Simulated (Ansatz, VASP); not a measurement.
Ca2Cd3FeP4: VASP beside Ansatz

```
CELL_PARAMETERS angstrom
4.27700 0.00000 0.00000
-2.13850 3.70399 0.00000
0.00000 0.00000 14.06200
ATOMIC_POSITIONS crystal
Cd 0.33333 0.66667 0.31845
Cd 0.33333 0.66667 0.81845
Cd 0.66667 0.33333 0.18155
Fe 0.66667 0.33333 0.68155
Ca 0.00000 0.00000 0.00000
Ca 0.00000 0.00000 0.50000
P 0.33333 0.66667 0.12025
P 0.33333 0.66667 0.62025
P 0.66667 0.33333 0.37975
P 0.66667 0.33333 0.87975
```

Change from the starting cell: parallel moments scaled by 0.03, plain SCF.

Alike in both runs: task single point; functional LDA; k mesh 4 × 4 × 1; occupations fermi-dirac, width 0.02 eV; collinear spin; Hubbard terms Fe d U = 5.3 eV.

```csv
,VASP,Ansatz
version,VASP 6.6.1,Ansatz 0.2.0
potentials or method,"VASP PAW LDA potentials, release 64 (Cd, Fe, Ca_sv, P), cutoff 520 eV","PAW, plane waves, scalar-relativistic"
valence electrons in the cell,84,116
```

```tsv
	VASP	Ansatz	Ansatz less VASP
pressure (GPa)	-5.4	-6.3	-0.96
traceless stress, the component that is largest in VASP (GPa)	0.27	0.24	-0.024
rms of the force components (eV/Å)	0.150	0.202	+0.0515
net moment per atom (μB)	0.40	0.28	-0.115
size of the moment on the site where the two differ most (μB)	3.69	2.87	-0.823
```

The net moments are unlike, so the other rows may belong to different states. LDA's correlation is that of Perdew and Zunger in VASP and of Perdew and Wang (1992) in Ansatz. Site moments also hang on the region over which each program counts them. The programs project onto different local orbitals, so the same U acts differently, and such runs can settle in different states. Atom by atom the forces differ by 0.135 eV/Å (rms over components). VASP's potentials hold 84 valence electrons a cell and Ansatz's 116, so a difference there can come from the potentials and not from the codes. Ansatz's warnings: filled band counts differ across k points.

The k mesh is coarse, so the values compare programs but aren't converged.
